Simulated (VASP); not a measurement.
Crystal: Pt.

```
Pt
1.0
     2.76067    0.00000    0.00000
    -1.38033    2.39081    0.00000
     0.00000    0.00000    4.79213
Pt
2
Direct
  0.33333 0.66667 0.25000
  0.66667 0.33333 0.75000
```

This isn't the form of Pt at room conditions, which is fcc.

```yaml
Program: VASP 6.6.1
Task: relaxation of cell and atoms
Functional: PBEsol
Potentials_or_basis: VASP PAW PBE potentials, release 64 (Pt)
Cutoff: 600 eV
k_mesh: 11 × 11 × 6
Occupations: fermi-dirac, width 0.05 eV
Spin: no spin polarisation
```

At the start: pressure -10.9 GPa; volume 15.81 Å³/atom.

Task: How do energy, volume and symmetry change on relaxing?

Result: Over 9 steps the energy falls by 25.4 meV/atom and the volume is 15.12 Å³/atom (-4.4 %); space group P6_3/mmc (No. 194, to 0.1 Å) before and after.

The path:
```csv
step,energy change (eV),largest force (eV/Å),pressure (GPa),volume (Å³)
1,0.0000,0.0000,-10.93,31.63
2,0.3633,0.0000,45.08,26.94
3,-0.0486,0.0000,-0.47,30.33
4,-0.0487,0.0000,-0.03,30.28
5,-0.0487,0.0000,0.22,30.26
6,-0.0507,0.0000,0.23,30.22
7,-0.0507,0.0000,0.23,30.22
8,-0.0506,0.0000,-0.53,30.30
9,-0.0507,0.0000,0.01,30.25
```

Final structure:
```
Pt
1.0
     2.73166    0.00000    0.00000
    -1.36583    2.36569    0.00000
     0.00000    0.00000    4.68036
Pt
2
Direct
  0.33333 0.66667 0.25000
  0.66667 0.33333 0.75000
```

Caveat: the PAW data sets were made with another functional, which shifts forces and pressure a little.
